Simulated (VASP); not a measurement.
# Zn (P6_3/mmc) in VASP: notebook

Runs on Zn. Level: PBE+D3(BJ). Tasks: single point, relaxation of cell and atoms.

Everything below comes from runs of VASP 6.6.1. Logs are shortened: lines on timing, memory, paths and dates and some standing lists are left out, and cuts for length are marked.

## Step 1: The cell of the first run

The structure is hexagonal, space group P6_3/mmc (No. 194). Conventional cell: a = 2.618 Å, b = 2.618 Å, c = 4.804 Å, α = 90.00°, β = 90.00°, γ = 120.00°. Within 3.5 Å of Zn (site symmetry -6m2) lie 12 Zn at 2.62 to 2.84 Å.

## Step 2: Single point, PBE+D3(BJ)

INCAR

```
ALGO = Normal ; EDIFF = 1E-7
ENCUT = 520 ; GGA = PE
ISIF = 2 ; ISMEAR = 0
IVDW = 12 ; LASPH = True
LCHARG = False ; LREAL = False
LWAVE = False ; NBANDS = 19
NELM = 60 ; PREC = Accurate
SIGMA = 0.1
```

KPOINTS

```
k-points
0
Gamma
  18 18 8
```

POSCAR

```
Zn
1.0
    2.6177531926      0.0000000000      0.0000000000
   -1.3088765963      2.2670407657      0.0000000000
    0.0000000000      0.0000000000      4.8035762428
Zn
2
Direct
    0.3333333333      0.6666666667      0.2500000000
    0.6666666667      0.3333333333      0.7500000000
```

Potentials or basis: VASP PAW PBE potentials, release 64 (Zn).

On the command line:

```bash
> cat potpaw_PBE.64/Zn/POTCAR > POTCAR
> mpirun -np 1 vasp_std > vasp.out
```

OUTCAR:

```text
EDIFF = 1E-7
   ENCUT = 520
   GGA = PE
   ISIF = 2
   ISMEAR = 0
   IVDW = 12
   LASPH = True
   LREAL = False
   NELM = 60
   PREC = Accurate
 IVDW          = 12

 ion  position               nearest neighbor table
   1  0.333  0.667  0.250-   2 2.84   2 2.84   2 2.84   2 2.84   2 2.84   2 2.84
   2  0.667  0.333  0.750-   1 2.84   1 2.84   1 2.84   1 2.84   1 2.84   1 2.84

  LATTYP: Found a hexagonal cell.
 ALAT       =     2.6177531926
 C/A-ratio  =     1.8349996693

  Lattice vectors:

 A1 = (   2.6177531926,   0.0000000000,   0.0000000000)
 A2 = (  -1.3088765963,   2.2670407657,   0.0000000000)
 A3 = (   0.0000000000,   0.0000000000,   4.8035762428)

Analysis of symmetry for initial positions (statically):
=====================================================================
 Subroutine PRICEL returns:
 Original cell was already a primitive cell.

 Routine SETGRP: Setting up the symmetry group for a
 hexagonal supercell.

 Subroutine GETGRP returns: Found 24 space group operations
 (whereof 12 operations were pure point group operations)
 out of a pool of 24 trial point group operations.

The static configuration has the point symmetry D_3d.
 The point group associated with its full space group is D_6h.

Analysis of symmetry for dynamics (positions and initial velocities):
=====================================================================
 Subroutine PRICEL returns:
 Original cell was already a primitive cell.

 Routine SETGRP: Setting up the symmetry group for a
 hexagonal supercell.

 Subroutine GETGRP returns: Found 24 space group operations
 (whereof 12 operations were pure point group operations)
 out of a pool of 24 trial point group operations.

The dynamic configuration has the point symmetry D_3d.
 The point group associated with its full space group is D_6h.

 Subroutine INISYM returns: Found 24 space group operations
 (whereof 12 operations are pure point group operations),
 and found     1 'primitive' translations

----------------------------------------------------------------------------------------

                                     Primitive cell

  volume of cell :      28.5071

  direct lattice vectors                    reciprocal lattice vectors
     2.617753193  0.000000000  0.000000000     0.382006983  0.220551835  0.000000000
    -1.308876596  2.267040766  0.000000000     0.000000000  0.441103669  0.000000000
     0.000000000  0.000000000  4.803576243     0.000000000  0.000000000  0.208178230

  length of vectors
     2.617753193  2.617753193  4.803576243     0.441103669  0.441103669  0.208178230

  position of ions in fractional coordinates (direct lattice)
     0.333333333  0.666666667  0.250000000
     0.666666667  0.333333333  0.750000000

  ion indices of the primitive-cell ions
   primitive index   ion index
                 1           1
                 2           2

----------------------------------------------------------------------------------------

 KPOINTS: k-points

Automatic generation of k-mesh.
 Grid dimensions read from file:
 generate k-points for:   18   18    8

 Generating k-lattice:

  Cartesian coordinates                     Fractional coordinates (reciprocal lattice)
     0.021222610  0.012252880  0.000000000     0.055555556  0.000000000  0.000000000
     0.000000000  0.024505759  0.000000000     0.000000000  0.055555556  0.000000000
     0.000000000  0.000000000  0.026022279     0.000000000  0.000000000  0.125000000

  Length of vectors
     0.024505759  0.024505759  0.026022279

  Shift w.r.t. Gamma in fractional coordinates (k-lattice)
     0.000000000  0.000000000  0.000000000

 Subroutine IBZKPT returns following result:
 ===========================================

 Found    185 irreducible k-points:

 Following reciprocal coordinates:
            Coordinates               Weight
  0.000000  0.000000  0.000000      1.000000
  0.055556 -0.000000  0.000000      6.000000
  0.111111 -0.000000  0.000000      6.000000
  0.166667  0.000000  0.000000      6.000000
  0.222222 -0.000000  0.000000      6.000000
  0.277778 -0.000000  0.000000      6.000000
[... 16 lines left out ...]
  0.333333  0.111111  0.000000     12.000000
  0.388889  0.111111  0.000000     12.000000
 [... further k-points ...]
   k-points           NKPTS =    185   k-points in BZ     NKDIM =    185   number of bands    NBANDS=     19
   number of dos      NEDOS =    301   number of ions     NIONS =      2
   total plane-waves  NPLWV =  14400
   dimension x,y,z NGX =    20 NGY =   20 NGZ =   36
   dimension x,y,z NGXF=    40 NGYF=   40 NGZF=   72
   ions per type =               2
   NGX,Y,Z   is equivalent  to a cutoff of  12.70, 12.70, 12.46 a.u.
   NGXF,Y,Z  is equivalent  to a cutoff of  25.40, 25.40, 24.92 a.u.
 SYSTEM =  unknown system
   PREC   = accura    normal or accurate (medium, high low for compatibility)
   ISTART =      0    job   : 0-new  1-cont  2-samecut
   ICHARG =      2    charge: 1-file 2-atom 10-const
   ISPIN  =      1    spin polarized calculation?
   LNONCOLLINEAR =      F non collinear calculations
   LSORBIT =      F    spin-orbit coupling
   LASPH  =      T    aspherical Exc in radial PAW
   ENCUT  =  520.0 eV  38.22 Ry    6.18 a.u.   4.87  4.87  8.93*2*pi/ulx,y,z
   NELM   =     60;   NELMIN=  2; NELMDL= -5     # of ELM steps
   EDIFF  = 0.1E-06   stopping-criterion for ELM
   LREAL  =      F    real-space projection
   EDIFFG = 0.1E-05   stopping-criterion for IOM
   NSW    =      0    number of steps for IOM
   IBRION =     -1    ionic relax: 0-MD 1-quasi-New 2-CG
   NFREE  =      0    steps in history (QN), initial steepest desc. (CG)
   ISIF   =      2    stress and relaxation
   ISYM   =      2    0-nonsym 1-usesym 2-fastsym
   POTIM  = 0.5000    time-step for ionic-motion
   TEBEG  =    0.0;   TEEND  =   0.0 temperature during run
   PSTRESS=    0.0 pullay stress
   NELECT =      24.0000    total number of electrons
   NUPDOWN=      -1.0000    fix difference up-down
   EMIN   =  10.00;   EMAX   =-10.00  energy-range for DOS
   EFERMI =   0.00;   METHOD = LEGACY
   ISMEAR =     0;   SIGMA  =   0.10  broadening in eV -4-tet -1-fermi 0-gaus
   EFERMI_NEDOS =   21; number of points for ismear=-14 and -15
   IALGO  =     38    algorithm
   IMIX   =      4    mixing-type and parameters
     AMIX     =   0.40;   BMIX     =  1.00
     AMIX_MAG =   1.60;   BMIX_MAG =  1.00
  volume/ion in A,a.u.               =      14.25        96.19
  Fermi-wavevector in a.u.,A,eV,Ry     =   1.545827  2.921190 32.512242  2.389582
  Thomas-Fermi vector in A             =   2.651151
   LORBIT       =      0    0 simple, 1 ext, 2 COOP (PROOUT), +10 PAW based schemes
   GGA     = PE    functional components
   LHFCALC =     F    Hartree Fock is set to
   AEXX    =    0.0000 exact exchange contribution
   IVDW    =    12    specifies the selected vdW correction
   LEPSILON=     F    determine dielectric tensor
   LRPA    =     F    only Hartree local field effects (RPA)
 non-spin polarized calculation
 Gauss-broadening in eV      SIGMA  =   0.10
  energy-cutoff  :      520.00
  volume of cell :       28.51
 maximum number of plane-waves:       786
 NGX is ok and might be reduce to    20
   NGX =  9   NGY =  9   NGZ = 17

 number of electron      24.0000035 magnetization

 Free energy of the ion-electron system (eV)
  ---------------------------------------------------
  ext. energy  EPLUGINS =         0.00000000
  ---------------------------------------------------
  free energy    TOTEN  =        -2.18545636 eV

  energy without entropy =       -2.18317788  energy(sigma->0) =       -2.18431712

 E-fermi :   3.7352     XC(G=0): -11.8978

 val. band max:        3.7244362882   @ k =   0.3333   0.3333   0.1250
 cond. band min:       3.7380393365   @ k =   0.3333   0.2778   0.1250
 fundamental gap:      0.0136030482
 Fermi energy:         3.7351819117

 k-point     1 :       0.0000    0.0000    0.0000
  band No.  band energies     occupation
      1      -7.3380      2.00000
      2      -5.3014      2.00000
      3      -4.5069      2.00000
      4      -4.2641      2.00000
      5      -4.2641      2.00000
      6      -4.2039      2.00000
[... 11 lines left out ...]
     18      23.2595      0.00000
     19      23.3149      0.00000

 k-point     2 :       0.0556   -0.0000    0.0000
  band No.  band energies     occupation
      1      -7.2429      2.00000
      2      -5.2583      2.00000
      3      -4.4972      2.00000
      4      -4.2738      2.00000
      5      -4.2404      2.00000
      6      -4.2150      2.00000
[... 11 lines left out ...]
     18      22.4731      0.00000
     19      24.2879      0.00000

 k-point     3 :       0.1111   -0.0000    0.0000
  band No.  band energies     occupation
      1      -6.9614      2.00000
      2      -5.1403      2.00000
      3      -4.4764      2.00000
      4      -4.2948      2.00000
      5      -4.2374      2.00000
      6      -4.1716      2.00000
[... 11 lines left out ...]
     18      21.9445      0.00000
     19      23.7098      0.00000

 k-point     4 :       0.1667    0.0000    0.0000
  band No.  band energies     occupation
      1      -6.5077      2.00000
      2      -4.9865      2.00000
      3      -4.4638      2.00000
      4      -4.3254      2.00000
      5      -4.2137      2.00000
      6      -4.1288      2.00000
[... 407 lines left out ...]
     18      18.0662      0.00000
     19      19.0259      0.00000

 k-point    23 :       0.3333    0.1111    0.0000
  band No.  band energies     occupation
      1      -4.9276      2.00000
      2      -4.8472      2.00000
      3      -4.7330      2.00000
      4      -4.2479      2.00000
      5      -4.1693      2.00000
      6      -4.1034      2.00000
[... 11 lines left out ...]
     18      17.5653      0.00000
     19      18.6094      0.00000

 k-point    24 :       0.3889    0.1111    0.0000
  band No.  band energies     occupation
      1      -4.9690      2.00000
      2      -4.8671      2.00000
      3      -4.7851      2.00000
      4      -4.2627      2.00000
      5      -4.1472      2.00000
      6      -4.1158      2.00000
[... 11 lines left out ...]
     18      17.2562      0.00000
     19      18.3566      0.00000

 [... further k-points ...]

------------------------ aborting loop because EDIFF is reached ----------------------------------------

 Edisp (eV)   -0.86010

 E8    (eV) :    -0.3619

  FORCE on cell =-STRESS in cart. coord.  units (eV):
  Direction    XX          YY          ZZ          XY          YZ          ZX
  --------------------------------------------------------------------------------------
  -------------------------------------------------------------------------------------
  Total       0.08212     0.08212     0.05211     0.00000    -0.00000     0.00000
  in kB       4.61559     4.61559     2.92865     0.00000    -0.00000     0.00000
  external pressure =        4.05 kB  Pullay stress =        0.00 kB

 VOLUME and BASIS-vectors are now :
 -----------------------------------------------------------------------------
  energy-cutoff  :      520.00
  volume of cell :       28.51
      direct lattice vectors                 reciprocal lattice vectors
     2.617753193  0.000000000  0.000000000     0.382006983  0.220551835  0.000000000
    -1.308876596  2.267040766  0.000000000     0.000000000  0.441103669  0.000000000
     0.000000000  0.000000000  4.803576243     0.000000000  0.000000000  0.208178230

 POSITION                                       TOTAL-FORCE (eV/Angst)
 -----------------------------------------------------------------------------------
     -0.00000      1.51136      1.20089         0.000000     -0.000000      0.000000
      1.30888      0.75568      3.60268        -0.000000      0.000000     -0.000000
 -----------------------------------------------------------------------------------
    total drift:                               -0.000000      0.000000      0.000000

  FREE ENERGIE OF THE ION-ELECTRON SYSTEM (eV)
  ---------------------------------------------------
  free  energy   TOTEN  =        -3.0455596505 eV

  energy  without entropy=       -3.0432811680  energy(sigma->0) =       -3.04442041
```

It took 74 s on 1 thread of Intel Xeon Platinum 8259CL at 2.50GHz (Skylake/Cascade Lake), shared host; peak memory 0.21 GiB.

Results:

| Item | Value |
| --- | --- |
| Free energy | -3.0456 eV |
| Pressure | 0.4 GPa |
| Band gap on the k mesh | zero (band 12 reaches 5.20 eV, above the bottom of band 13 at 0.74 eV) |
| Dispersion energy per atom | -0.430 eV |

Caveat: pairwise dispersion overbinds metals, which lowers pressure and volume.

(Part 1 of 2 ends here.)
